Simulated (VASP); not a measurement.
Input of a VASP 6.6.1 run:

Contents of INCAR:

```
PREC     = Accurate       # precision mode
ENCUT    = 520            # plane-wave cutoff, eV
EDIFF    = 1E-6           # SCF threshold, eV
ISMEAR   = 0              # smearing method
SIGMA    = 0.1            # smearing width, eV
LREAL    = False          # projectors in reciprocal space
LASPH    = True           # aspherical terms in the spheres
NELM     = 80             # most SCF steps
ALGO     = Normal         # electronic algorithm
ISIF     = 2              # what is computed and relaxed
LWAVE    = False          # write WAVECAR
LCHARG   = True           # write CHGCAR
GGA      = PE             # functional
LELF     = True           # ELF
LVHAR    = True         
NBANDS   = 43             # bands
```

File KPOINTS:

```
Automatic mesh
0
Gamma
  9 9 2
```

POSCAR

```
AlV2C
1.0
    2.8875990726      0.0000000000      0.0000000000
   -1.4437995363      2.5007341528      0.0000000000
    0.0000000000      0.0000000000     13.1048231100
Al V C
2 4 2
Direct
    0.3333333300      0.6666666700      0.2500000000
    0.6666666700      0.3333333300      0.7500000000
    0.3333333300      0.6666666700      0.5863842200
    0.6666666700      0.3333333300      0.4136157800
    0.6666666700      0.3333333300      0.0863842200
    0.3333333300      0.6666666700      0.9136157800
    0.0000000000      0.0000000000      0.0000000000
    0.0000000000      0.0000000000      0.5000000000
```

Potentials or basis: VASP PAW PBE potentials, release 64 (Al, V_sv, C).

Command:

```sh
$ cat potpaw_PBE.64/Al/POTCAR potpaw_PBE.64/V_sv/POTCAR potpaw_PBE.64/C/POTCAR > POTCAR
$ mpirun -np 1 vasp_std > vasp.out
```

Question: What does it give for the band gap on the k mesh?

Answer: Zero (band 33 reaches 10.51 eV, above the bottom of band 34 at 8.88 eV).

Question: What does it give for the largest force?

Answer: 0.313 eV/Å.

Forces on the atoms (eV/Å):
```
Al   0.000  0.000  0.000
Al   0.000  0.000  0.000
V    0.000  0.000 -0.313
V    0.000  0.000  0.313
V    0.000  0.000 -0.313
V    0.000  0.000  0.313
C    0.000  0.000  0.000
C    0.000  0.000  0.000
```
